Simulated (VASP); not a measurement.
Ta:

```
Ta
1.0
     2.69200    0.00000    0.00000
     0.00000    2.69200    0.00000
     0.00000    0.00000    2.69200
Ta
1
Direct
  0.00000 0.00000 0.00000
```

| Property | Result |
| --- | --- |
| Program | VASP 6.6.1 |
| Task | relaxation of cell and atoms |
| Functional | PBE |
| Potentials or basis | VASP PAW PBE potentials, release 64 (Ta_pv) |
| Cutoff | 600 eV |
| k mesh | 12 × 12 × 12 |
| Occupations | fermi-dirac, width 0.1 eV |
| Spin | no spin polarisation |

At the start: pressure 9.2 GPa; volume 19.51 Å³/atom.

Question: How do energy, volume and symmetry change on relaxing?

Answer: Over 4 steps the energy falls by 30.9 meV/atom and the volume is 20.64 Å³/atom (+5.8 %); space group Pm-3m (No. 221, to 0.05 Å).

The path:
```
step  energy change (eV)  largest force (eV/Å)  pressure (GPa)  volume (Å³)
   1              0.0000                0.0000            9.18        19.51
   2              0.0590                0.0000          -12.06        22.84
   3             -0.0309                0.0000           -0.24        20.68
   4             -0.0309                0.0000           -0.03        20.64
```

Final structure:
```xyz
1
Lattice="2.7432 0.0000 0.0000 0.0000 2.7432 0.0000 0.0000 0.0000 2.7432" Properties=species:S:1:pos:R:3 pbc="T T T"
Ta    0.0000    0.0000    0.0000
```
